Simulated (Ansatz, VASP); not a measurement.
AlGa3N4: VASP beside Ansatz

```
CELL_PARAMETERS angstrom
5.14235 0.00000 0.00011
0.00000 3.16498 0.00000
-0.00359 0.00000 4.86216
ATOMIC_POSITIONS crystal
Al 0.00060 0.50000 0.66736
Ga 0.49912 0.50000 0.33492
Ga 0.49903 0.00000 0.83156
Ga 0.99986 0.00000 0.16618
N 0.11967 0.50000 0.34010
N 0.11765 0.00000 0.82638
N 0.62044 0.00000 0.16622
N 0.63123 0.50000 0.66730
```

Change from the starting cell: strain -0.1125 x Voigt [0, 0, 1, 0, 0, 0], atoms carried along.

Alike in both runs: task single point; functional PBEsol; k mesh 6 × 8 × 6; occupations gaussian, width 0.05 eV; no spin polarisation.

```csv
,VASP,Ansatz
version,VASP 6.6.1,Ansatz 0.2.0
potentials or method,"VASP PAW PBE potentials, release 64 (Al, Ga_d, N), cutoff 520 eV","scalar-relativistic, plane waves, PAW"
valence electrons in the cell,62,62
```

Ansatz gave:

```
gap on the k mesh at the Fermi level (eV)                     : 2.57
least direct gap on the mesh (eV)                             : 2.57
pressure (GPa)                                                : 33.1
traceless stress, the component that is largest in VASP (GPa) : 38.57
rms of the force components (eV/Å)                            : 1.566
```

Question: Estimate VASP's values.

Answer: gap on the k mesh at the Fermi level (eV): 2.59; least direct gap on the mesh (eV): 2.59; pressure (GPa): 32.9; traceless stress, the component that is largest in VASP (GPa): 38.52; rms of the force components (eV/Å): 1.550.

VASP's potentials were made for PBE, not for PBEsol. Atom by atom the forces differ by 0.035 eV/Å (rms over components). Both programs put the cell under a high pressure, so it lies far from rest at this level. With one functional, cell and mesh, what is left measures potentials, basis and numerics.
